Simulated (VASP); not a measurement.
Input of a VASP 6.6.1 run:

File POSCAR:

```
TlBr3
1.0
    4.9551776740      0.0000000000      0.0000000000
    0.0000000000      4.9551776740      0.0000000000
    0.0000000000      0.0000000000      4.9551776740
Tl Br
1 3
Direct
    0.0000000000      0.0000000000      0.0000000000
    0.0000000000      0.5000000000      0.5000000000
    0.5000000000      0.0000000000      0.5000000000
    0.5000000000      0.5000000000      0.0000000000
```

The input INCAR.step1:

```
PREC = Accurate
ENCUT = 520
ISMEAR = 0
SIGMA = 0.1
LREAL = False
LASPH = True
NELM = 60
NBANDS = 25
GGA = PE
ALGO = Normal
EDIFF = 1E-4
LWAVE = True
LCHARG = False
```

File INCAR.step2:

```
PREC = Accurate
ENCUT = 520
EDIFF = 1E-7
ISMEAR = 0
SIGMA = 0.1
LREAL = False
LASPH = True
NELM = 60
ALGO = Normal
ISIF = 2
LWAVE = False
LCHARG = True
METAGGA = R2SCAN
LMIXTAU = True
LELF = True
LVHAR = True
NBANDS = 25
ISTART = 1
```

File KPOINTS:

```
Automatic mesh
0
Gamma
  8 8 8
```

Potentials or basis: VASP PAW PBE potentials, release 64 (Tl_d, Br).

The run is started by

```sh
$ cat potpaw_PBE.64/Tl_d/POTCAR potpaw_PBE.64/Br/POTCAR > POTCAR
$ cp INCAR.step1 INCAR
$ mpirun -np 1 vasp_std > vasp.out
$ cp INCAR.step2 INCAR
$ mpirun -np 1 vasp_std > vasp.out
```

Question: What does it give for the band gap on the k mesh?

Answer: Zero (bands 17 and 18 overlap by 0.35 eV).

Question: What does it give for the pressure?

Answer: 0.0 GPa.

Caveat: the PAW data sets were made with another functional, which shifts forces and pressure a little; spin-orbit coupling is left out, which moves the levels of the heavy elements.
